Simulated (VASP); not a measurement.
Wanted: the native input for a VASP 6.6.1 run.

* Task: single point
* Functional: PBE
* Potentials or basis: VASP PAW PBE potentials, release 64 (Ir_sv_GW)
* Cutoff: 560 eV
* k mesh: 8 × 8 × 8
* Occupations: methfessel-paxton, width 0.0283 eV
* Spin: no spin polarisation
* Hubbard terms: Ir d U = 1.0 eV
* Dipole correction: no
* Further INCAR settings: ALGO = Normal; EDIFF = 1e-06; NBANDS = 14

The structure of Ir lies in POSCAR:

```
Ir
1.0
    0.0000000000      1.9368351349      1.9368351349
    1.9368351349      0.0000000000      1.9368351349
    1.9368351349      1.9368351349      0.0000000000
Ir
1
Direct
    0.0000000000      0.0000000000      0.0000000000
```

The input as run:

INCAR

```
PREC = Accurate ; ENCUT = 560
EDIFF = 1E-6 ; ISMEAR = 1
SIGMA = 0.0283 ; LREAL = F
LASPH = T ; NELM = 200
ALGO = Normal ; ISIF = 2
LWAVE = F ; LCHARG = F
LMAXMIX = 4 ; LDAU = T
LDAUTYPE = 2 ; LDAUL = 2
LDAUU = 1 ; LDAUJ = 0
LDAUPRINT = 1 ; GGA = PE
NBANDS = 14 ; GGA_COMPAT = F
```

KPOINTS

```
Automatic mesh
0
Gamma
  8 8 8
```

Potentials or basis: VASP PAW PBE potentials, release 64 (Ir_sv_GW).

Run with:

```console
$ cat potpaw_PBE.64/Ir_sv_GW/POTCAR > POTCAR
$ mpirun -np 1 vasp_std > vasp.out
```

It gave:

```
Pressure               : -2.5 GPa
Band gap on the k mesh : zero (an odd number of electrons rules out a gap without spin polarisation)
```

Caveat: spin-orbit coupling is left out, which moves the levels of the heavy elements; U without spin polarisation on a metal has little footing; the U is typed as a test and isn't derived for this compound.

It took 13 s on 1 thread of AMD EPYC 7R43 64-Core Processor (Zen 3), on a shared host, peak memory 0.1 GiB.
